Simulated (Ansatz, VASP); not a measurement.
# Two plane-wave programs on SrTiO

The input INCAR:

```
  PREC = Accurate
  ENCUT = 520
  EDIFF = 1E-7
  ISMEAR = 0
  SIGMA = 0.1
  LREAL = False
  LASPH = True
  NELM = 150
  ALGO = Normal
  ISIF = 2
  LWAVE = False
  LCHARG = True
  ISPIN = 2
  MAGMOM = 0 1 0
  LORBIT = 11
  LMAXMIX = 4
  GGA = PE
  LELF = True
  LVHAR = True
  NBANDS = 25
```

Contents of KPOINTS:

```
regular mesh
0
Gamma
  6 6 4
```

The input POSCAR:

```
SrTiO
1.0
    3.2694323000      0.0000000000      0.0000000000
    0.0000000000      3.2694323000      0.0000000000
    0.0000000000      0.0000000000      5.2390972500
Sr Ti O
1 1 1
Direct
    0.5000000000      0.5000000000      0.5000000000
    0.5000000000      0.5000000000      0.0000000000
    0.0000000000      0.0000000000      0.0000000000
```

Input for Ansatz:

```yaml
crystal:
  lattice:
    - [3.2694323, 0.0, 0.0]
    - [0.0, 3.2694323, 0.0]
    - [0.0, 0.0, 5.23909725]
  atoms:
    - { symbol: Sr, position: [0.5, 0.5, 0.5] }
    - { symbol: Ti, position: [0.5, 0.5, 0.0], spin: 1.0 }
    - { symbol: O, position: [0.0, 0.0, 0.0] }
basis:
  ecutwfc: 420
kpoints:
  mp_grid: { grid: [6, 6, 4] }
hamiltonian:
  xc: pbe
scf:
  occupations: { method: gaussian, width: 0.1 }
  lower_state_search: "off"
output:
  forces: true
  stress: true
  eigenvalues: true
  populations: true
magnetization:
  spin_polarized: true
```

Alike in both runs: task single point; functional PBE; k mesh 6 × 6 × 4; occupations gaussian, width 0.1 eV; collinear spin.

```csv
,VASP,Ansatz
version,VASP 6.6.1,Ansatz 0.2.0
potentials or method,"VASP PAW PBE potentials, release 64 (Sr_sv, Ti_sv, O), cutoff 520 eV","scalar-relativistic, plane waves, PAW"
valence electrons in the cell,28,28
```

Ansatz gave:

```
gap on the k mesh at the Fermi level (eV)                     : none
pressure (GPa)                                                : -0.2
traceless stress, the component that is largest in VASP (GPa) : 25.51
net moment per atom (μB)                                      : 0.46
size of the moment on the site where the two differ most (μB) : 0.62
```

**Question.** What did VASP give for the same quantities?

**Answer.** gap on the k mesh at the Fermi level (eV): none; pressure (GPa): 0.0; traceless stress, the component that is largest in VASP (GPa): 25.68; net moment per atom (μB): 0.46; size of the moment on the site where the two differ most (μB): 0.73.

Site moments also hang on the region over which each program counts them. A gap of «none» marks a metal or a gap that the smearing closes. The functional is the same, so the differences come from potentials, cutoffs and numerics.
